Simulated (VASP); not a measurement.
# SnSe2 (P-3m1) in VASP: further runs

Runs on SnSe2. Level: PBE. Tasks: single point.

Everything below comes from runs of VASP 6.6.1. Logs are shortened: lines on timing, memory, paths and dates and some standing lists are left out, and cuts for length are marked.

## (1) The cell of the first run

The structure is trigonal, space group P-3m1 (No. 164). Conventional cell: a = 3.825 Å, b = 3.825 Å, c = 6.227 Å, α = 90.00°, β = 90.00°, γ = 120.00°. Sn (site symmetry -3m) has 6 Se at 2.71 Å within 3.6 Å. Within 3.6 Å of Se (site symmetry 3m) lie 3 Sn at 2.71 Å.

## (2) Single point, PBE

INCAR reads:

```
PREC = Accurate ; ENCUT = 520
EDIFF = 1E-7 ; ISMEAR = 1
SIGMA = 0.2 ; LREAL = F
LASPH = T ; NELM = 100
ALGO = Normal ; ISIF = 2
LWAVE = F ; LCHARG = F
GGA = PE ; NBANDS = 20
```

KPOINTS reads:

```
regular mesh
0
Gamma
  6 6 4
```

POSCAR reads:

```
SnSe2
1.0
    3.8251638404      0.0000000000      0.0000000000
   -1.9125819202      3.3126890594      0.0000000000
    0.0000000000      0.0000000000      6.2270561301
Sn Se
1 2
Direct
    0.0000000000      0.0000000000      0.0000000000
    0.3333333333      0.6666666667      0.2530760434
    0.6666666667      0.3333333333      0.7469239566
```

Potentials or basis: VASP PAW PBE potentials, release 64 (Sn_d, Se).

Launch:

```sh
cat potpaw_PBE.64/Sn_d/POTCAR potpaw_PBE.64/Se/POTCAR > POTCAR
mpirun -np 1 vasp_std > vasp.out
```

OUTCAR:

```text
PREC = Accurate
   ENCUT = 520
   EDIFF = 1E-7
   ISMEAR = 1
   LREAL = F
   LASPH = T
   NELM = 100
   ISIF = 2
   GGA = PE

 ion  position               nearest neighbor table
   1  0.000  0.000  0.000-   2 2.71   3 2.71   2 2.71   3 2.71   3 2.71   2 2.71
   2  0.333  0.667  0.253-   1 2.71   1 2.71   1 2.71
   3  0.667  0.333  0.747-   1 2.71   1 2.71   1 2.71

  LATTYP: Found a hexagonal cell.
 ALAT       =     3.8251638404
 C/A-ratio  =     1.6279188003

  Lattice vectors:

 A1 = (   3.8251638404,   0.0000000000,   0.0000000000)
 A2 = (  -1.9125819202,   3.3126890594,   0.0000000000)
 A3 = (   0.0000000000,   0.0000000000,   6.2270561301)

Analysis of symmetry for initial positions (statically):
=====================================================================
 Subroutine PRICEL returns:
 Original cell was already a primitive cell.

 Routine SETGRP: Setting up the symmetry group for a
 hexagonal supercell.

 Subroutine GETGRP returns: Found 12 space group operations
 (whereof 12 operations were pure point group operations)
 out of a pool of 24 trial point group operations.

The static configuration has the point symmetry D_3d.

Analysis of symmetry for dynamics (positions and initial velocities):
=====================================================================
 Subroutine PRICEL returns:
 Original cell was already a primitive cell.

 Routine SETGRP: Setting up the symmetry group for a
 hexagonal supercell.

 Subroutine GETGRP returns: Found 12 space group operations
 (whereof 12 operations were pure point group operations)
 out of a pool of 24 trial point group operations.

The dynamic configuration has the point symmetry D_3d.

 Subroutine INISYM returns: Found 12 space group operations
 (whereof 12 operations are pure point group operations),
 and found     1 'primitive' translations

----------------------------------------------------------------------------------------

                                     Primitive cell

  volume of cell :      78.9066

  direct lattice vectors                    reciprocal lattice vectors
     3.825163840  0.000000000  0.000000000     0.261426711  0.150934782  0.000000000
    -1.912581920  3.312689059  0.000000000     0.000000000  0.301869563  0.000000000
     0.000000000  0.000000000  6.227056130     0.000000000  0.000000000  0.160589527

  length of vectors
     3.825163840  3.825163840  6.227056130     0.301869563  0.301869563  0.160589527

  position of ions in fractional coordinates (direct lattice)
     0.000000000  0.000000000  0.000000000
     0.333333333  0.666666667  0.253076043
     0.666666667  0.333333333  0.746923957

  ion indices of the primitive-cell ions
   primitive index   ion index
                 1           1
                 2           2
                 3           3

----------------------------------------------------------------------------------------

 KPOINTS: regular mesh

Automatic generation of k-mesh.
 Grid dimensions read from file:
 generate k-points for:    6    6    4

 Generating k-lattice:

  Cartesian coordinates                     Fractional coordinates (reciprocal lattice)
     0.043571118  0.025155797  0.000000000     0.166666667  0.000000000  0.000000000
     0.000000000  0.050311594  0.000000000     0.000000000  0.166666667  0.000000000
     0.000000000  0.000000000  0.040147382     0.000000000  0.000000000  0.250000000

  Length of vectors
     0.050311594  0.050311594  0.040147382

  Shift w.r.t. Gamma in fractional coordinates (k-lattice)
     0.000000000  0.000000000  0.000000000

 Subroutine IBZKPT returns following result:
 ===========================================

 Found     24 irreducible k-points:

 Following reciprocal coordinates:
            Coordinates               Weight
  0.000000  0.000000  0.000000      1.000000
  0.166667  0.000000  0.000000      6.000000
  0.333333 -0.000000  0.000000      6.000000
  0.500000  0.000000  0.000000      3.000000
  0.166667  0.166667  0.000000      6.000000
  0.333333  0.166667  0.000000     12.000000
[... 16 lines left out ...]
  0.333333  0.166667  0.500000     12.000000
  0.333333  0.333333  0.500000      2.000000
   k-points           NKPTS =     24   k-points in BZ     NKDIM =     24   number of bands    NBANDS=     20
   number of dos      NEDOS =    301   number of ions     NIONS =      3
   total plane-waves  NPLWV =  37632
   dimension x,y,z NGX =    28 NGY =   28 NGZ =   48
   dimension x,y,z NGXF=    56 NGYF=   56 NGZF=   96
   ions per type =               1   2
   NGX,Y,Z   is equivalent  to a cutoff of  12.17, 12.17, 12.81 a.u.
   NGXF,Y,Z  is equivalent  to a cutoff of  24.34, 24.34, 25.63 a.u.
 SYSTEM =  unknown system
   PREC   = accura    normal or accurate (medium, high low for compatibility)
   ISTART =      0    job   : 0-new  1-cont  2-samecut
   ICHARG =      2    charge: 1-file 2-atom 10-const
   ISPIN  =      1    spin polarized calculation?
   LNONCOLLINEAR =      F non collinear calculations
   LSORBIT =      F    spin-orbit coupling
   LASPH  =      T    aspherical Exc in radial PAW
   ENCUT  =  520.0 eV  38.22 Ry    6.18 a.u.   7.11  7.11 11.58*2*pi/ulx,y,z
   NELM   =    100;   NELMIN=  2; NELMDL= -5     # of ELM steps
   EDIFF  = 0.1E-06   stopping-criterion for ELM
   LREAL  =      F    real-space projection
   EDIFFG = 0.1E-05   stopping-criterion for IOM
   NSW    =      0    number of steps for IOM
   IBRION =     -1    ionic relax: 0-MD 1-quasi-New 2-CG
   NFREE  =      0    steps in history (QN), initial steepest desc. (CG)
   ISIF   =      2    stress and relaxation
   ISYM   =      2    0-nonsym 1-usesym 2-fastsym
   POTIM  = 0.5000    time-step for ionic-motion
   TEBEG  =    0.0;   TEEND  =   0.0 temperature during run
   PSTRESS=    0.0 pullay stress
   NELECT =      26.0000    total number of electrons
   NUPDOWN=      -1.0000    fix difference up-down
   EMIN   =  10.00;   EMAX   =-10.00  energy-range for DOS
   EFERMI =   0.00;   METHOD = LEGACY
   ISMEAR =     1;   SIGMA  =   0.20  broadening in eV -4-tet -1-fermi 0-gaus
   EFERMI_NEDOS =   21; number of points for ismear=-14 and -15
   IALGO  =     38    algorithm
   IMIX   =      4    mixing-type and parameters
     AMIX     =   0.40;   BMIX     =  1.00
     AMIX_MAG =   1.60;   BMIX_MAG =  1.00
  volume/ion in A,a.u.               =      26.30       177.50
  Fermi-wavevector in a.u.,A,eV,Ry     =   1.130737  2.136782 17.395936  1.278565
  Thomas-Fermi vector in A             =   2.267434
   LORBIT       =      0    0 simple, 1 ext, 2 COOP (PROOUT), +10 PAW based schemes
   GGA     = PE    functional components
   LHFCALC =     F    Hartree Fock is set to
   AEXX    =    0.0000 exact exchange contribution
   IVDW    =     0    specifies the selected vdW correction
   LEPSILON=     F    determine dielectric tensor
   LRPA    =     F    only Hartree local field effects (RPA)
 non-spin polarized calculation
 Methfessel and Paxton  Order N= 1 SIGMA  =   0.20
  energy-cutoff  :      520.00
  volume of cell :       78.91
 maximum number of plane-waves:      2148
   NGX = 15   NGY = 15   NGZ = 23

 number of electron      26.0000000 magnetization

 Free energy of the ion-electron system (eV)
  ---------------------------------------------------
  ext. energy  EPLUGINS =         0.00000000
  ---------------------------------------------------
  free energy    TOTEN  =       -11.80963837 eV

  energy without entropy =      -11.81665146  energy(sigma->0) =      -11.81197606

 E-fermi :   3.9947     XC(G=0):  -9.3729

 val. band max:        3.8913557434   @ k =   0.1667   0.0000   0.0000
 cond. band min:       4.6785403026   @ k =   0.5000   0.0000   0.5000
 fundamental gap:      0.7871845592
 Fermi energy:         3.9947482415

 k-point     1 :       0.0000    0.0000    0.0000
  band No.  band energies     occupation
      1     -17.2887      2.00000
      2     -17.2887      2.00000
      3     -17.2531      2.00000
      4     -17.2409      2.00000
      5     -17.2409      2.00000
      6      -9.8296      2.00000
[... 12 lines left out ...]
     19      12.9303      0.00000
     20      12.9303      0.00000

 k-point     2 :       0.1667    0.0000    0.0000
  band No.  band energies     occupation
      1     -17.3001      2.00000
      2     -17.2799      2.00000
      3     -17.2489      2.00000
      4     -17.2438      2.00000
      5     -17.2394      2.00000
      6      -9.5641      2.00000
[... 12 lines left out ...]
     19      12.1869      0.00000
     20      13.2078      0.00000

 k-point     3 :       0.3333   -0.0000    0.0000
  band No.  band energies     occupation
      1     -17.3265      2.00000
      2     -17.2696      2.00000
      3     -17.2587      2.00000
      4     -17.2288      2.00000
      5     -17.2276      2.00000
      6      -8.8596      2.00000
[... 12 lines left out ...]
     19      12.9456      0.00000
     20      13.7026      0.00000

 k-point     4 :       0.5000    0.0000    0.0000
  band No.  band energies     occupation
      1     -17.3404      2.00000
      2     -17.2681      2.00000
      3     -17.2633      2.00000
      4     -17.2198      2.00000
      5     -17.2191      2.00000
      6      -8.2568      2.00000
[... 12 lines left out ...]
     19      13.8512      0.00000
     20      14.5460      0.00000

 k-point     5 :       0.1667    0.1667    0.0000
  band No.  band energies     occupation
      1     -17.3134      2.00000
      2     -17.2772      2.00000
      3     -17.2515      2.00000
      4     -17.2420      2.00000
      5     -17.2274      2.00000
      6      -9.0732      2.00000
[... 12 lines left out ...]
     19      10.9932      0.00000
     20      14.0425      0.00000
[... 353 lines left out ...]
      6      -8.1593      2.00000
[... 12 lines left out ...]
     19      13.5400      0.00000
     20      14.5510      0.00000

 k-point    22 :       0.1667    0.1667    0.5000
  band No.  band energies     occupation
      1     -17.3135      2.00000
      2     -17.2773      2.00000
      3     -17.2516      2.00000
      4     -17.2419      2.00000
      5     -17.2273      2.00000
      6      -8.9126      2.00000
[... 12 lines left out ...]
     19      11.9645      0.00000
     20      13.0870      0.00000

 k-point    23 :       0.3333    0.1667    0.5000
  band No.  band energies     occupation
      1     -17.3266      2.00000
      2     -17.2794      2.00000
      3     -17.2552      2.00000
      4     -17.2308      2.00000
      5     -17.2192      2.00000
      6      -8.2186      2.00000
[... 12 lines left out ...]
     19      12.3276      0.00000
     20      13.6799      0.00000

 k-point    24 :       0.3333    0.3333    0.5000
  band No.  band energies     occupation
      1     -17.3048      2.00000
      2     -17.3048      2.00000
      3     -17.2397      2.00000
      4     -17.2397      2.00000
      5     -17.2224      2.00000
      6      -7.8186      2.00000
[... 12 lines left out ...]
     19      13.0747      0.00000
     20      13.0955      0.00000

------------------------ aborting loop because EDIFF is reached ----------------------------------------

  FORCE on cell =-STRESS in cart. coord.  units (eV):
  Direction    XX          YY          ZZ          XY          YZ          ZX
  --------------------------------------------------------------------------------------
  -------------------------------------------------------------------------------------
  Total        1.4581510      1.4581510      1.4961143     -0.0000000      0.0000000     -0.0000000
  in kB       29.6073530     29.6073530     30.3781880     -0.0000000      0.0000000     -0.0000000
  external PRESSURE =      29.8642980 kB  Pullay stress =       0.0000000 kB

 VOLUME and BASIS-vectors are now :
 -----------------------------------------------------------------------------
  energy-cutoff  :      520.00
  volume of cell :       78.91
      direct lattice vectors                 reciprocal lattice vectors
     3.825163840  0.000000000  0.000000000     0.261426711  0.150934782  0.000000000
    -1.912581920  3.312689059  0.000000000     0.000000000  0.301869563  0.000000000
     0.000000000  0.000000000  6.227056130     0.000000000  0.000000000  0.160589527

 POSITION                                       TOTAL-FORCE (eV/Angst)
 -----------------------------------------------------------------------------------
      0.00000      0.00000      0.00000        -0.000000      0.000000      0.000000
     -0.00000      2.20846      1.57592         0.000000     -0.000000      0.268781
      1.91258      1.10423      4.65114        -0.000000      0.000000     -0.268781
 -----------------------------------------------------------------------------------
    total drift:                               -0.000000      0.000000      0.000000

  FREE ENERGIE OF THE ION-ELECTRON SYSTEM (eV)
  ---------------------------------------------------
  free  energy   TOTEN  =       -11.8096383656 eV

  energy  without entropy=      -11.8166514584  energy(sigma->0) =      -11.81197606
```

It took 20 s on 1 thread of Intel Xeon 6975P-C (Granite Rapids), shared host; peak memory 0.19 GiB.

Results:

| Item | Value |
| --- | --- |
| Free energy | -11.8096 eV |
| Pressure | 3.0 GPa |
| Largest force | 0.269 eV/Å |
| Band gap on the k mesh | 0.79 eV, indirect (least direct gap 1.12 eV) |

Forces on the atoms (eV/Å):
```
Sn   0.000  0.000  0.000
Se   0.000  0.000  0.269
Se   0.000  0.000 -0.269
```

Stress tensor (GPa, compression positive):
```
2.96 0.00 0.00
0.00 2.96 0.00
0.00 0.00 3.04
```

Levels at points of the mesh, in eV from the valence-band top:
```tsv
k point	band 10	band 11	band 12	band 13	band 14	band 15	band 16	band 17
(0.00, 0.00, 0.00)	-0.52	-0.25	-0.25	-0.07	1.05	3.11	4.70	4.70
(0.50, 0.00, 0.00)	-2.84	-2.42	-1.20	-0.22	1.20	3.80	5.37	5.43
(0.00, 0.00, 0.50)	-0.61	-0.61	-0.09	-0.09	2.49	3.03	4.44	4.44
(0.50, 0.00, 0.50)	-2.25	-1.94	-0.78	-0.61	0.79	4.22	4.78	5.85
```

Caveat: spin-orbit coupling is left out, which moves the levels of the heavy elements; this functional lacks dispersion, which binds the layers, so the pressure and a relaxed spacing across them are unreliable.

## (3) Single point, PBE

INCAR reads:

```
  ALGO = Normal
  EDIFF = 1E-6
  ENCUT = 520
  GGA = PE
  ISIF = 2
  ISMEAR = -1
  LASPH = True
  LCHARG = False
  LREAL = False
  LWAVE = False
  NBANDS = 20
  NELM = 80
  PREC = Accurate
  SIGMA = 0.2
```

KPOINTS reads:

```
k-points
0
Gamma
  6 6 4
```

POSCAR is that of step 2.

Potentials or basis: VASP PAW PBE potentials, release 64 (Sn_d, Se).

Launch:

```sh
cat potpaw_PBE.64/Sn_d/POTCAR potpaw_PBE.64/Se/POTCAR > POTCAR
mpirun -np 1 vasp_std > vasp.out
```

Run time: 16 s. Hardware: 1 thread of Intel Xeon 6975P-C (Granite Rapids), shared host; peak memory 0.2 GiB.

The run converged. Its results:

- Free energy: -11.8314 eV
- Pressure: 3.2 GPa
- Largest force: 0.313 eV/Å
- Band gap on the k mesh: 0.79 eV, indirect (least direct gap 1.13 eV)

Forces in eV/Å, atoms in the order of the input:
```
Sn   0.000  0.000  0.000
Se   0.000  0.000  0.313
Se   0.000  0.000 -0.313
```

Stress tensor (GPa, compression positive):
```
3.15 0.00 0.00
0.00 3.15 0.00
0.00 0.00 3.26
```

Levels at points of the mesh, in eV from the valence-band top:
```tsv
k point	band 10	band 11	band 12	band 13	band 14	band 15	band 16	band 17
(0.00, 0.00, 0.00)	-0.51	-0.25	-0.25	-0.07	1.06	3.12	4.71	4.71
(0.50, 0.00, 0.00)	-2.83	-2.42	-1.20	-0.22	1.20	3.81	5.38	5.43
(0.00, 0.00, 0.50)	-0.61	-0.61	-0.09	-0.09	2.49	3.04	4.45	4.45
(0.50, 0.00, 0.50)	-2.24	-1.94	-0.78	-0.61	0.79	4.22	4.78	5.85
```

Caveat: spin-orbit coupling is left out, which moves the levels of the heavy elements; this functional lacks dispersion, which binds the layers, so the pressure and a relaxed spacing across them are unreliable. A k mesh can miss the band edges.
